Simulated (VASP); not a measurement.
# BaCu3 (Pm-3m) in VASP: further runs

Runs on BaCu3. Level: PBE. Tasks: relaxation of cell and atoms, single point.

All numbers are computed with VASP 6.6.1; they aren't measurements. Logs are shortened: lines on timing, memory, paths and dates and some standing lists are left out, and cuts for length are marked.

### 1 The cell of the first run

The structure is cubic, space group Pm-3m (No. 221). Conventional cell: a = 4.204 Å, b = 4.204 Å, c = 4.204 Å, α = 90.00°, β = 90.00°, γ = 90.00°. Ba (site symmetry m-3m) has 12 Cu at 2.97 Å within 3.9 Å. Cu (site symmetry 4/mmm) has 4 Ba at 2.97 Å and 8 Cu at 2.97 Å within 3.9 Å.

### 2 Relaxation of cell and atoms, PBE

Input file INCAR:

```
ALGO = Normal
EDIFF = 1E-7
EDIFFG = -0.04
ENCUT = 820
GGA = PE
GGA_COMPAT = F
IBRION = 2
ISIF = 3
ISMEAR = 0
LASPH = T
LCHARG = F
LREAL = F
LWAVE = F
NELM = 120
NELMIN = 4
NSW = 90
PREC = Accurate
SIGMA = 0.1
```

Input file KPOINTS:

```
k-points
0
Gamma
  4 4 4
```

Input file POSCAR:

```
BaCu3
1.0
    4.2035369719      0.0000000000      0.0000000000
    0.0000000000      4.2035369719      0.0000000000
    0.0000000000      0.0000000000      4.2035369719
Ba Cu
1 3
Direct
    0.0000000000      0.0000000000      0.0000000000
    0.0000000000      0.5000000000      0.5000000000
    0.5000000000      0.0000000000      0.5000000000
    0.5000000000      0.5000000000      0.0000000000
```

Potentials or basis: VASP PAW PBE potentials, release 64 (Ba_sv, Cu_sv_GW).

Run with:

```console
cat potpaw_PBE.64/Ba_sv/POTCAR potpaw_PBE.64/Cu_sv_GW/POTCAR > POTCAR
mpirun -np 1 vasp_std > vasp.out
```

OUTCAR:

```text
EDIFF = 1E-7
   EDIFFG = -0.04
   ENCUT = 820
   GGA = PE
   IBRION = 2
   ISIF = 3
   ISMEAR = 0
   LASPH = T
   LREAL = F
   NELM = 120
   NELMIN = 4
   NSW = 90
   PREC = Accurate

 ion  position               nearest neighbor table
   1  0.000  0.000  0.000-   2 2.97   3 2.97   4 2.97   2 2.97   3 2.97   2 2.97   4 2.97   2 2.97
                             3 2.97   4 2.97   3 2.97   4 2.97
   2  0.000  0.500  0.500-   1 2.97   1 2.97   1 2.97   1 2.97
   3  0.500  0.000  0.500-   1 2.97   1 2.97   1 2.97   1 2.97
   4  0.500  0.500  0.000-   1 2.97   1 2.97   1 2.97   1 2.97

  LATTYP: Found a simple cubic cell.
 ALAT       =     4.2035369719

  Lattice vectors:

 A1 = (   4.2035369719,   0.0000000000,   0.0000000000)
 A2 = (   0.0000000000,   4.2035369719,   0.0000000000)
 A3 = (   0.0000000000,   0.0000000000,   4.2035369719)

Analysis of symmetry for initial positions (statically):
=====================================================================
 Subroutine PRICEL returns:
 Original cell was already a primitive cell.

 Routine SETGRP: Setting up the symmetry group for a
 simple cubic supercell.

 Subroutine GETGRP returns: Found 48 space group operations
 (whereof 48 operations were pure point group operations)
 out of a pool of 48 trial point group operations.

The static configuration has the point symmetry O_h .

Analysis of symmetry for dynamics (positions and initial velocities):
=====================================================================
 Subroutine PRICEL returns:
 Original cell was already a primitive cell.

 Routine SETGRP: Setting up the symmetry group for a
 simple cubic supercell.

 Subroutine GETGRP returns: Found 48 space group operations
 (whereof 48 operations were pure point group operations)
 out of a pool of 48 trial point group operations.

The dynamic configuration has the point symmetry O_h .

 Subroutine INISYM returns: Found 48 space group operations
 (whereof 48 operations are pure point group operations),
 and found     1 'primitive' translations

----------------------------------------------------------------------------------------

                                     Primitive cell

  volume of cell :      74.2753

  direct lattice vectors                    reciprocal lattice vectors
     4.203536972  0.000000000  0.000000000     0.237894898  0.000000000  0.000000000
     0.000000000  4.203536972  0.000000000     0.000000000  0.237894898  0.000000000
     0.000000000  0.000000000  4.203536972     0.000000000  0.000000000  0.237894898

  length of vectors
     4.203536972  4.203536972  4.203536972     0.237894898  0.237894898  0.237894898

  position of ions in fractional coordinates (direct lattice)
     0.000000000  0.000000000  0.000000000
     0.000000000  0.500000000  0.500000000
     0.500000000  0.000000000  0.500000000
     0.500000000  0.500000000  0.000000000

  ion indices of the primitive-cell ions
   primitive index   ion index
                 1           1
                 2           2
                 3           3
                 4           4

----------------------------------------------------------------------------------------

 KPOINTS: k-points

Automatic generation of k-mesh.
 Grid dimensions read from file:
 generate k-points for:    4    4    4

 Generating k-lattice:

  Cartesian coordinates                     Fractional coordinates (reciprocal lattice)
     0.059473725  0.000000000  0.000000000     0.250000000  0.000000000  0.000000000
     0.000000000  0.059473725  0.000000000     0.000000000  0.250000000  0.000000000
     0.000000000  0.000000000  0.059473725     0.000000000  0.000000000  0.250000000

  Length of vectors
     0.059473725  0.059473725  0.059473725

  Shift w.r.t. Gamma in fractional coordinates (k-lattice)
     0.000000000  0.000000000  0.000000000

 Subroutine IBZKPT returns following result:
 ===========================================

 Found     10 irreducible k-points:

 Following reciprocal coordinates:
            Coordinates               Weight
  0.000000  0.000000  0.000000      1.000000
  0.250000  0.000000  0.000000      6.000000
  0.500000  0.000000  0.000000      3.000000
  0.250000  0.250000  0.000000     12.000000
  0.500000  0.250000  0.000000     12.000000
  0.500000  0.500000  0.000000      3.000000
  0.250000  0.250000  0.250000      8.000000
  0.500000  0.250000  0.250000     12.000000
  0.500000  0.500000  0.250000      6.000000
  0.500000  0.500000  0.500000      1.000000
   k-points           NKPTS =     10   k-points in BZ     NKDIM =     10   number of bands    NBANDS=     40
   number of dos      NEDOS =    301   number of ions     NIONS =      4
   total plane-waves  NPLWV =  64000
   dimension x,y,z NGX =    40 NGY =   40 NGZ =   40
   dimension x,y,z NGXF=    80 NGYF=   80 NGZF=   80
   ions per type =               1   3
   NGX,Y,Z   is equivalent  to a cutoff of  15.82, 15.82, 15.82 a.u.
   NGXF,Y,Z  is equivalent  to a cutoff of  31.64, 31.64, 31.64 a.u.
 SYSTEM =  unknown system
   PREC   = accura    normal or accurate (medium, high low for compatibility)
   ISTART =      0    job   : 0-new  1-cont  2-samecut
   ICHARG =      2    charge: 1-file 2-atom 10-const
   ISPIN  =      1    spin polarized calculation?
   LNONCOLLINEAR =      F non collinear calculations
   LSORBIT =      F    spin-orbit coupling
   LASPH  =      T    aspherical Exc in radial PAW
   ENCUT  =  820.0 eV  60.27 Ry    7.76 a.u.   9.81  9.81  9.81*2*pi/ulx,y,z
   NELM   =    120;   NELMIN=  4; NELMDL= -5     # of ELM steps
   EDIFF  = 0.1E-06   stopping-criterion for ELM
   LREAL  =      F    real-space projection
   EDIFFG = -.4E-01   stopping-criterion for IOM
   NSW    =     90    number of steps for IOM
   IBRION =      2    ionic relax: 0-MD 1-quasi-New 2-CG
   NFREE  =      1    steps in history (QN), initial steepest desc. (CG)
   ISIF   =      3    stress and relaxation
   ISYM   =      2    0-nonsym 1-usesym 2-fastsym
   POTIM  = 0.5000    time-step for ionic-motion
   TEBEG  =    0.0;   TEEND  =   0.0 temperature during run
   PSTRESS=    0.0 pullay stress
   NELECT =      67.0000    total number of electrons
   NUPDOWN=      -1.0000    fix difference up-down
   EMIN   =  10.00;   EMAX   =-10.00  energy-range for DOS
   EFERMI =   0.00;   METHOD = LEGACY
   ISMEAR =     0;   SIGMA  =   0.10  broadening in eV -4-tet -1-fermi 0-gaus
   EFERMI_NEDOS =   21; number of points for ismear=-14 and -15
   IALGO  =     38    algorithm
   IMIX   =      4    mixing-type and parameters
     AMIX     =   0.40;   BMIX     =  1.00
     AMIX_MAG =   1.60;   BMIX_MAG =  1.00
  volume/ion in A,a.u.               =      18.57       125.31
  Fermi-wavevector in a.u.,A,eV,Ry     =   1.581800  2.989168 34.043016  2.502091
  Thomas-Fermi vector in A             =   2.681820
   LORBIT       =      0    0 simple, 1 ext, 2 COOP (PROOUT), +10 PAW based schemes
   GGA     = PE    functional components
   LHFCALC =     F    Hartree Fock is set to
   AEXX    =    0.0000 exact exchange contribution
   IVDW    =     0    specifies the selected vdW correction
   LEPSILON=     F    determine dielectric tensor
   LRPA    =     F    only Hartree local field effects (RPA)
 conjugate gradient relaxation of ions
 non-spin polarized calculation
 Gauss-broadening in eV      SIGMA  =   0.10
  energy-cutoff  :      820.00
  volume of cell :       74.28
 maximum number of plane-waves:      3984
 NGX is ok and might be reduce to    40
   NGX = 19   NGY = 19   NGZ = 19

--------------------------------------- Ionic step        1  -------------------------------------------

 number of electron      66.9999945 magnetization

 Free energy of the ion-electron system (eV)
  ---------------------------------------------------
  ext. energy  EPLUGINS =         0.00000000
  ---------------------------------------------------
  free energy    TOTEN  =       -10.63598395 eV

  energy without entropy =      -10.60390785  energy(sigma->0) =      -10.61994590

------------------------ aborting loop because EDIFF is reached ----------------------------------------

  FORCE on cell =-STRESS in cart. coord.  units (eV):
  Direction    XX          YY          ZZ          XY          YZ          ZX
  --------------------------------------------------------------------------------------
  -------------------------------------------------------------------------------------
  Total        3.5995345      3.5995345      3.5995345      0.0000000      0.0000000     -0.0000000
  in kB       77.6447875     77.6447875     77.6447875      0.0000000      0.0000000     -0.0000000
  external PRESSURE =      77.6447875 kB  Pullay stress =       0.0000000 kB

 VOLUME and BASIS-vectors are now :
 -----------------------------------------------------------------------------
  energy-cutoff  :      820.00
  volume of cell :       74.28
      direct lattice vectors                 reciprocal lattice vectors
     4.203536972  0.000000000  0.000000000     0.237894898  0.000000000  0.000000000
     0.000000000  4.203536972  0.000000000     0.000000000  0.237894898  0.000000000
     0.000000000  0.000000000  4.203536972     0.000000000  0.000000000  0.237894898
[... 39 lines left out ...]
 POSITION                                       TOTAL-FORCE (eV/Angst)
 -----------------------------------------------------------------------------------
      0.00000      0.00000      0.00000         0.000000      0.000000      0.000000
      0.00000      2.19301      2.19301         0.000000     -0.000000      0.000000
      2.19301      0.00000      2.19301        -0.000000     -0.000000      0.000000
      2.19301      2.19301     -0.00000        -0.000000      0.000000      0.000000
 -----------------------------------------------------------------------------------
    total drift:                               -0.000000      0.000000     -0.000000

  FREE ENERGIE OF THE ION-ELECTRON SYSTEM (eV)
  ---------------------------------------------------
  free  energy   TOTEN  =       -10.8982016359 eV

  energy  without entropy=      -10.8649706254  energy(sigma->0) =      -10.88158613

--------------------------------------- Ionic step        3  -------------------------------------------

 number of electron      66.9999973 magnetization

 Free energy of the ion-electron system (eV)
  ---------------------------------------------------
  ext. energy  EPLUGINS =         0.00000000
  ---------------------------------------------------
  free energy    TOTEN  =       -10.90427144 eV

  energy without entropy =      -10.87324604  energy(sigma->0) =      -10.88875874

 E-fermi :   3.7349     XC(G=0): -10.4401

 val. band max:        3.7227787611   @ k =   0.2500   0.2500   0.2500
 cond. band min:       3.8990134310   @ k =   0.2500   0.2500   0.2500
 fundamental gap:      0.1762346699
 Fermi energy:         3.7349083533

 k-point     1 :       0.0000    0.0000    0.0000
  band No.  band energies     occupation
      1    -108.2681      2.00000
      2    -108.2678      2.00000
      3    -108.2678      2.00000
      4     -65.7139      2.00000
      5     -65.7139      2.00000
      6     -65.7139      2.00000
[... 441 lines left out ...]
 POSITION                                       TOTAL-FORCE (eV/Angst)
 -----------------------------------------------------------------------------------
      0.00000      0.00000      0.00000         0.000000      0.000000      0.000000
      0.00000      2.21356      2.21356         0.000000     -0.000000      0.000000
      2.21356      0.00000      2.21356        -0.000000     -0.000000      0.000000
      2.21356      2.21356     -0.00000        -0.000000      0.000000      0.000000
 -----------------------------------------------------------------------------------
    total drift:                               -0.000000     -0.000000     -0.000000

  FREE ENERGIE OF THE ION-ELECTRON SYSTEM (eV)
  ---------------------------------------------------
  free  energy   TOTEN  =       -10.9042714359 eV

  energy  without entropy=      -10.8732460364  energy(sigma->0) =      -10.88875874

 reached required accuracy - stopping structural energy minimisation
```

Run time: 3.1 min. Hardware: 1 thread of Intel Xeon Platinum 8559C (Emerald Rapids), shared host; peak memory 0.29 GiB.

What came out:

* Free energy: -10.9043 eV
* Relaxed volume: 21.69 Å³/atom
* Relaxed cell: a = 4.427 Å, b = 4.427 Å, c = 4.427 Å, α = 90.00°, β = 90.00°, γ = 90.00°
* Space group after relaxing (to 0.1 Å): Pm-3m (No. 221)
* Energy gained by relaxing: 67.1 meV/atom
* Ionic steps: 3
* Pressure after relaxing: -0.2 GPa
* Band gap on the k mesh: zero (an odd number of electrons rules out a gap without spin polarisation)

Step by step:
| step | energy change (eV) | largest force (eV/Å) | pressure (GPa) | volume (Å³) |
| --- | --- | --- | --- | --- |
| 1 | 0.0000 | 0.0000 | 7.76 | 74.28 |
| 2 | -0.2622 | 0.0000 | 1.08 | 84.37 |
| 3 | -0.2683 | 0.0000 | -0.21 | 86.77 |

Final structure:
```xyz
4
Lattice="4.4271 0.0000 0.0000 0.0000 4.4271 0.0000 0.0000 0.0000 4.4271" Properties=species:S:1:pos:R:3 pbc="T T T"
Ba    0.0000    0.0000    0.0000
Cu    0.0000    2.2136    2.2136
Cu    2.2136    0.0000    2.2136
Cu    2.2136    2.2136    0.0000
```

Levels at points of the mesh, in eV from the Fermi level:
```
           k point  band 31  band 32  band 33  band 34  band 35  band 36  band 37  band 38
(0.00, 0.00, 0.00)    -1.62    -1.62     0.88     0.88     2.57     2.57     2.57     5.28
(0.50, 0.00, 0.00)    -1.90    -1.82    -1.62     1.32     1.33     1.33     2.98     5.31
(0.50, 0.50, 0.00)    -1.97    -1.91    -0.69    -0.19    -0.19     2.27     2.27     5.18
(0.50, 0.50, 0.50)    -1.73    -0.32    -0.32    -0.32    -0.22     2.26     2.26     2.26
```

Caveat: the k points lie up to 0.35 Å⁻¹ apart in the final cell, too coarse for converged energies and pressures of a metal; the volume moved by over 15 % at a fixed basis, so the end points are rough; spin-orbit coupling is left out, which moves the levels of the heavy elements.

[end of part 1 of 2]

The gap in the log of VASP goes by the Fermi energy; the results here count the filled bands.